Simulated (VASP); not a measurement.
# Si62As (a cell with a defect) in VASP: further runs

Si62As (a cell with a defect) is run at these levels: PBE+D3(BJ); tasks: single point.

Program: VASP 6.6.1. These are calculated values, not measurements. Logs are shortened: lines on timing, memory, paths and dates and some standing lists are left out, and cuts for length are marked.

### Step 1. The cell of the first run

The cell holds a defect, 63 atoms: a = 10.860 Å, b = 10.860 Å, c = 10.860 Å, α = 90.00°, β = 90.00°, γ = 90.00°.

### Step 2. Single point, PBE+D3(BJ)

INCAR reads:

```
SYSTEM = Si62As
PREC     = Accurate       ! precision mode
ENCUT    = 520            ! plane-wave cutoff, eV
EDIFF    = 1E-6           ! SCF threshold, eV
ISMEAR   = 0              ! smearing method
SIGMA    = 0.05           ! smearing width, eV
LREAL    = Auto         
LASPH    = .TRUE.         ! aspherical terms in the spheres
NELM     = 100            ! most SCF steps
ALGO     = Normal         ! electronic algorithm
ISIF     = 2              ! what is computed and relaxed
LWAVE    = .FALSE.        ! write WAVECAR
LCHARG   = .FALSE.        ! write CHGCAR
GGA      = PE             ! functional
IVDW     = 12             ! dispersion correction
NELECT   = 252.0        
NBANDS   = 164            ! bands
```

KPOINTS reads:

```
regular mesh
0
G
  1 1 1
  0 0 0
```

POSCAR reads:

```
Si62As
1.0
   10.8600000000      0.0000000000      0.0000000000
    0.0000000000     10.8600000000      0.0000000000
    0.0000000000      0.0000000000     10.8600000000
Si As
62 1
Direct
    0.5000059853      0.0003679558     -0.0002093923
    0.6237477901      0.1277445672      0.1285984346
    0.7489131676      0.2515187845      0.0029290055
    0.8674060773      0.3772581952      0.1329267956
    0.7495981584      0.0007301105      0.2505824125
    0.8757151013      0.1238829650      0.3763162063
   -0.0000320442      0.0005394107     -0.0003199816
    0.1225980663      0.1266274401      0.1261277164
    0.2496959484      0.2475873849     -0.0003926335
    0.3745961326      0.3761579190      0.1248350829
    0.4997754144      0.5008057090     -0.0002843462
    0.6234776243      0.6274334254      0.1241975138
    0.7527995396      0.7506169429     -0.0013721915
    0.8745158379      0.8766383057      0.1254815838
    0.2488154696      0.0009550645      0.2493097606
    0.3745124309      0.1259252302      0.3773463168
    0.4966418048      0.2512619705      0.2514316759
    0.7431557090      0.5053185083      0.2562114180
    0.8746189687      0.6269979742      0.3771292818
    0.4993644567     -0.0010113260      0.5000900552
    0.6228595764      0.1257428177      0.6243901473
    0.7530018416      0.2463265193      0.5030236648
    0.8743138122      0.3764719153      0.6239608656
    0.7509091160      0.0013088398      0.7506325967
    0.8734703499      0.1269482505      0.8774326888
   -0.0034086556      0.4993561694      0.0032067219
    0.1240780847      0.6259465930      0.1246320442
    0.2500395948      0.7502418969     -0.0011192449
    0.3728144567      0.8770728361      0.1246346225
   -0.0021209024      0.2514380295      0.2511020258
    0.1246285451      0.3755954880      0.3746187845
    0.2499107735      0.4998964088      0.2488441989
    0.3859922652      0.6153952118      0.3707375691
    0.4997065378      0.7518611418      0.2480317680
    0.6248244015      0.8751983425      0.3747762431
    0.0034473297     -0.0030904236      0.5007776243
    0.1252187845      0.1250559853      0.6261777164
    0.2499791897      0.2514727440      0.5001933702
    0.3781296501      0.3744732965      0.6220945672
    0.6265595764      0.6188772560      0.6180469613
    0.7501465009      0.7513069982      0.5007110497
    0.8752771639      0.8760632597      0.6271023941
    0.2510796501     -0.0018130755      0.7485296501
    0.3746341621      0.1247494475      0.8742052486
    0.5006492634      0.2514519337      0.7496131676
    0.6252333333      0.3752662063      0.8761406077
    0.7495397790      0.4993121547      0.7493546041
    0.8756906998      0.6251255064      0.8743887661
    0.0005046041      0.7507773481      0.2484743094
    0.1293191529      0.8705754144      0.3768340700
    0.0005964088      0.5008818600      0.4997722836
    0.1271300184      0.6245546041      0.6241970534
    0.2589755064      0.7409396869      0.4978197053
    0.3755805709      0.8722036832      0.6240851750
   -0.0007797422      0.2485468692      0.7500407919
    0.1227647330      0.3749308471      0.8772346225
    0.2510813076      0.4991798343      0.7492944751
    0.3747913444      0.6250895028      0.8744614180
    0.5009241252      0.7451355433      0.7457539595
    0.6242108656      0.8739621547      0.8740441989
    0.0019795580      0.7495415285      0.7488153775
    0.1247437385      0.8756071823      0.8749446593
    0.5440162983      0.4621152855      0.4519875691
```

Potentials or basis: VASP PAW PBE potentials, release 64 (Si, As).

The run is started by

```bash
> cat potpaw_PBE.64/Si/POTCAR potpaw_PBE.64/As/POTCAR > POTCAR
> mpirun -np 1 vasp_gam > vasp.out
```

OUTCAR:

```text
SYSTEM = Si62As
   PREC = Accurate
   ENCUT = 520
   EDIFF = 1E-6
   ISMEAR = 0
   LREAL = Auto
   LASPH = .TRUE.
   NELM = 100
   ISIF = 2
   GGA = PE
   IVDW = 12
   NELECT = 252.0
 IVDW          = 12

 ion  position               nearest neighbor table
   1  0.500  0.000  1.000-  44 2.35  29 2.35  60 2.36   2 2.38
   2  0.624  0.128  0.129-  17 2.34   3 2.35   5 2.35   1 2.38
   3  0.749  0.252  0.003-  46 2.35   4 2.35   2 2.35  25 2.35
   4  0.867  0.377  0.133-   3 2.35  30 2.35  18 2.36  26 2.39
   5  0.750  0.001  0.251-  14 2.35  35 2.35   2 2.35   6 2.35
   6  0.876  0.124  0.376-  22 2.33  30 2.35   5 2.35  36 2.38
[... 8 lines left out ...]
  15  0.249  0.001  0.249-  29 2.34   8 2.35  50 2.37  16 2.37
  16  0.375  0.126  0.377-  38 2.34  17 2.34  20 2.35  15 2.37
  17  0.497  0.251  0.251-  16 2.34   2 2.34  10 2.34
  18  0.743  0.505  0.256-  12 2.35  19 2.35   4 2.36
  19  0.875  0.627  0.377-  41 2.33  18 2.35  51 2.35  49 2.37
  20  0.499  0.999  0.500-  16 2.35  35 2.35  21 2.35  54 2.35
  21  0.623  0.126  0.624-  22 2.33  45 2.34  20 2.35  24 2.37
  22  0.753  0.246  0.503-   6 2.33  21 2.33  23 2.34
  23  0.874  0.376  0.624-  22 2.34  47 2.34  51 2.35  55 2.38
  24  0.751  0.001  0.751-  42 2.34  25 2.35  60 2.37  21 2.37
  25  0.873  0.127  0.877-   3 2.35  55 2.35  24 2.35   7 2.35
  26  0.997  0.499  0.003-  27 2.35  48 2.36  56 2.36   4 2.39
  27  0.124  0.626  0.125-  49 2.33  26 2.35  28 2.36  32 2.36
  28  0.250  0.750  0.999-  58 2.35  62 2.35  29 2.35  27 2.36
[... 32 lines left out ...]
  61  0.002  0.750  0.749-  52 2.35  62 2.35  42 2.35  48 2.36
  62  0.125  0.876  0.875-   7 2.35  28 2.35  61 2.35  43 2.35
  63  0.544  0.462  0.452-  33 2.55  40 2.64  39 2.75

  LATTYP: Found a simple cubic cell.
 ALAT       =    10.8600000000

  Lattice vectors:

 A1 = (  10.8600000000,   0.0000000000,   0.0000000000)
 A2 = (   0.0000000000,  10.8600000000,   0.0000000000)
 A3 = (   0.0000000000,   0.0000000000,  10.8600000000)

Analysis of symmetry for initial positions (statically):
=====================================================================
 Subroutine PRICEL returns:
 Original cell was already a primitive cell.

 Routine SETGRP: Setting up the symmetry group for a
 simple cubic supercell.

 Subroutine GETGRP returns: Found  1 space group operations
 (whereof  1 operations were pure point group operations)
 out of a pool of 48 trial point group operations.

The static configuration has the point symmetry C_1 .

Analysis of symmetry for dynamics (positions and initial velocities):
=====================================================================
 Subroutine PRICEL returns:
 Original cell was already a primitive cell.

 Routine SETGRP: Setting up the symmetry group for a
 simple cubic supercell.

 Subroutine GETGRP returns: Found  1 space group operations
 (whereof  1 operations were pure point group operations)
 out of a pool of 48 trial point group operations.

The dynamic configuration has the point symmetry C_1 .

 Subroutine INISYM returns: Found  1 space group operations
 (whereof  1 operations are pure point group operations),
 and found     1 'primitive' translations

----------------------------------------------------------------------------------------

                                     Primitive cell

  volume of cell :    1280.8241

  direct lattice vectors                    reciprocal lattice vectors
    10.860000000  0.000000000  0.000000000     0.092081031  0.000000000  0.000000000
     0.000000000 10.860000000  0.000000000     0.000000000  0.092081031  0.000000000
     0.000000000  0.000000000 10.860000000     0.000000000  0.000000000  0.092081031

  length of vectors
    10.860000000 10.860000000 10.860000000     0.092081031  0.092081031  0.092081031

  position of ions in fractional coordinates (direct lattice)
     0.500005985  0.000367956  0.999790608
     0.623747790  0.127744567  0.128598435
     0.748913168  0.251518784  0.002929006
     0.867406077  0.377258195  0.132926796
[... 51 lines left out ...]
   NELECT =     252.0000    total number of electrons
   NUPDOWN=      -1.0000    fix difference up-down
   EMIN   =  10.00;   EMAX   =-10.00  energy-range for DOS
   EFERMI =   0.00;   METHOD = LEGACY
   ISMEAR =     0;   SIGMA  =   0.05  broadening in eV -4-tet -1-fermi 0-gaus
   EFERMI_NEDOS =   21; number of points for ismear=-14 and -15
   IALGO  =     38    algorithm
   IMIX   =      4    mixing-type and parameters
     AMIX     =   0.40;   BMIX     =  1.00
     AMIX_MAG =   1.60;   BMIX_MAG =  1.00
  volume/ion in A,a.u.               =      20.33       137.20
  Fermi-wavevector in a.u.,A,eV,Ry     =   0.952164  1.799329 12.335269  0.906617
  Thomas-Fermi vector in A             =   2.080702
   LORBIT       =      0    0 simple, 1 ext, 2 COOP (PROOUT), +10 PAW based schemes
   GGA     = PE    functional components
   LHFCALC =     F    Hartree Fock is set to
   AEXX    =    0.0000 exact exchange contribution
   IVDW    =    12    specifies the selected vdW correction
   LEPSILON=     F    determine dielectric tensor
   LRPA    =     F    only Hartree local field effects (RPA)
 non-spin polarized calculation
 Gauss-broadening in eV      SIGMA  =   0.05
  energy-cutoff  :      520.00
  volume of cell :     1280.82
 maximum number of plane-waves:     17229
 NGX is ok and might be reduce to    84
   NGX = 41   NGY = 41   NGZ = 41

 number of electron     251.9999990 magnetization

 Free energy of the ion-electron system (eV)
  ---------------------------------------------------
  ext. energy  EPLUGINS =         0.00000000
  ---------------------------------------------------
  free energy    TOTEN  =      -337.82805526 eV

  energy without entropy =     -337.82805525  energy(sigma->0) =     -337.82805525

 E-fermi :   6.0459     XC(G=0):  -9.3355

 val. band max:        5.8352796316   @ k =   0.0000   0.0000   0.0000
 cond. band min:       6.2569964492   @ k =   0.0000   0.0000   0.0000
 fundamental gap:      0.4217168176
 Fermi energy:         6.0459413450

 k-point     1 :       0.0000    0.0000    0.0000
  band No.  band energies     occupation
      1      -6.2474      2.00000
      2      -5.4804      2.00000
      3      -5.1606      2.00000
      4      -5.1548      2.00000
      5      -5.1409      2.00000
      6      -5.1402      2.00000
[... 130 lines left out ...]
    137       6.9207      0.00000
    138       6.9434      0.00000
 [bands above 138 left out]

------------------------ aborting loop because EDIFF is reached ----------------------------------------

 Edisp (eV)  -19.90777

 E6    (eV) :   -11.6520

 E8    (eV) :    -8.2558

  FORCE on cell =-STRESS in cart. coord.  units (eV):
  Direction    XX          YY          ZZ          XY          YZ          ZX
  --------------------------------------------------------------------------------------
  -------------------------------------------------------------------------------------
  Total     -13.47716   -12.62892   -14.04335    -1.81167     0.92060    -0.52478
  in kB     -16.85852   -15.79746   -17.56676    -2.26622     1.15158    -0.65644
  external pressure =      -16.74 kB  Pullay stress =        0.00 kB

 VOLUME and BASIS-vectors are now :
 -----------------------------------------------------------------------------
  energy-cutoff  :      520.00
  volume of cell :     1280.82
      direct lattice vectors                 reciprocal lattice vectors
    10.860000000  0.000000000  0.000000000     0.092081031  0.000000000  0.000000000
     0.000000000 10.860000000  0.000000000     0.000000000  0.092081031  0.000000000
     0.000000000  0.000000000 10.860000000     0.000000000  0.000000000  0.092081031

 POSITION                                       TOTAL-FORCE (eV/Angst)
 -----------------------------------------------------------------------------------
      5.43007      0.00400     10.85773        -0.001793     -0.018910     -0.035697
      6.77390      1.38731      1.39658         0.000734     -0.045000     -0.042858
      8.13320      2.73149      0.03181        -0.006216     -0.004947     -0.019206
      9.42003      4.09702      1.44359         0.088606     -0.025576     -0.084943
      8.14064      0.00793      2.72132        -0.000622     -0.004276      0.001788
      9.51027      1.34537      4.08679         0.012822     -0.015130     -0.004741
[... 55 lines left out ...]
      1.35472      9.50909      9.50190         0.006440     -0.011934     -0.001935
      5.90802      5.01857      4.90859        -0.657314      0.445587      0.932794
 -----------------------------------------------------------------------------------
    total drift:                               -0.004485      0.008826      0.000882

  FREE ENERGIE OF THE ION-ELECTRON SYSTEM (eV)
  ---------------------------------------------------
  free  energy   TOTEN  =      -357.7358285472 eV

  energy  without entropy=     -357.7358285461  energy(sigma->0) =     -357.73582855
```

Run time: 7.1 min. Hardware: 1 thread of AMD EPYC 7R13 (Zen 3), shared host; peak memory 0.99 GiB.

What came out:

- Free energy: -357.7358 eV
- Largest force: 1.225 eV/Å
- Dispersion energy per atom: -0.316 eV

Forces on the atoms (eV/Å):
```
Si  -0.002 -0.019 -0.036
Si   0.001 -0.045 -0.043
Si  -0.006 -0.005 -0.019
Si   0.089 -0.026 -0.085
Si  -0.001 -0.004  0.002
Si   0.013 -0.015 -0.005
Si   0.003  0.003 -0.007
Si   0.007 -0.009  0.003
Si   0.014 -0.010  0.011
Si   0.026  0.021  0.021
Si  -0.003 -0.002 -0.023
Si  -0.041 -0.024  0.014
Si   0.015 -0.010  0.009
Si   0.002 -0.002  0.002
Si   0.012  0.003 -0.021
Si   0.006  0.010  0.019
Si   0.018 -0.116 -0.099
Si   0.202 -0.037 -0.182
Si  -0.006 -0.008  0.039
Si   0.006  0.000 -0.005
Si  -0.009  0.005  0.003
Si   0.055 -0.057 -0.015
Si  -0.010  0.011 -0.002
Si   0.019 -0.001 -0.008
Si  -0.001 -0.007 -0.005
Si   0.051  0.007 -0.054
Si   0.010 -0.019  0.000
Si   0.003 -0.001 -0.003
Si   0.023 -0.012 -0.005
Si   0.019 -0.008  0.002
Si   0.009 -0.011  0.004
Si   0.010  0.000  0.019
Si  -0.043  0.038  0.051
Si  -0.013 -0.001  0.025
Si   0.012 -0.005  0.002
Si   0.008 -0.002  0.007
Si   0.006 -0.004 -0.017
Si   0.002 -0.003  0.022
Si   0.178  0.078 -0.195
Si  -0.067 -0.102 -0.129
Si  -0.010  0.000  0.032
Si   0.004 -0.005 -0.027
Si   0.000  0.005  0.003
Si   0.019 -0.002 -0.007
Si  -0.027  0.003 -0.012
Si   0.001 -0.002 -0.020
Si  -0.015  0.026 -0.021
Si  -0.005 -0.024 -0.009
Si  -0.006 -0.006 -0.018
Si  -0.002 -0.003  0.006
Si   0.009 -0.002  0.002
Si  -0.003 -0.006  0.013
Si  -0.037  0.039  0.016
Si   0.006  0.006  0.006
Si  -0.005 -0.014 -0.008
Si   0.054  0.002 -0.048
Si   0.066  0.006 -0.070
Si   0.000 -0.001 -0.010
Si   0.008 -0.032 -0.038
Si  -0.016 -0.038 -0.025
Si  -0.007  0.004  0.002
Si   0.006 -0.012 -0.002
As  -0.657  0.446  0.933
```

Caveat: the k points lie up to 0.58 Å⁻¹ apart; the cell carries a net charge on a neutralising background, which shifts energy and pressure; the cell is charged against a uniform background, so pressure and absolute levels hang on convention.

[end of part 1 of 2]
